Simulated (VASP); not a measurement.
# CoSi2: single point with PBE

Crystal: CoSi2.

```
Co Si
1.0
    -2.67994   -2.67994    0.00000
     2.67994   -2.67994    0.00000
     0.00000    0.00000   10.71976
Co Si
4 8
Direct
  0.50000 0.50000 0.25000
  0.00000 0.00000 0.50000
  0.50000 0.50000 0.75000
  0.00000 0.00000 0.00000
  0.50000 0.00000 0.12500
  0.00000 0.50000 0.37500
  0.50000 0.00000 0.62500
  0.00000 0.50000 0.87500
  0.50000 0.00000 0.37500
  0.00000 0.50000 0.62500
  0.50000 0.00000 0.87500
  0.00000 0.50000 0.12500
```

| Property | Result |
| --- | --- |
| Program | VASP 6.6.1 |
| Task | single point |
| Functional | PBE |
| Potentials or basis | VASP PAW PBE potentials, release 64 (Co, Si) |
| Cutoff | 520 eV |
| k mesh | 12 × 12 × 5 |
| Occupations | gaussian, width 0.15 eV |
| Spin | no spin polarisation |

| Quantity | Value |
| --- | --- |
| Pressure | -0.1 GPa |
| Band gap on the k mesh | zero (band 34 reaches 11.52 eV, above the bottom of band 35 at 9.14 eV) |

Levels at points of the mesh, in eV from the Fermi level:
```csv
k point,band 31,band 32,band 33,band 34,band 35,band 36,band 37,band 38
"(0.00, 0.00, 0.00)",-0.30,-0.23,-0.23,0.75,1.40,1.40,1.58,2.94
"(0.50, 0.00, 0.00)",-0.46,-0.46,-0.46,-0.46,0.29,0.29,2.50,2.50
"(0.50, 0.50, 0.00)",-1.43,-1.43,-1.31,-1.31,-0.66,-0.66,1.58,1.58
```

It took 16 min on 1 thread of Oxide Virtual Turin-like Processor, on a shared host, peak memory 0.5 GiB.

Spin polarisation is off, so any magnetic state and its effect on volume and gap are missing.
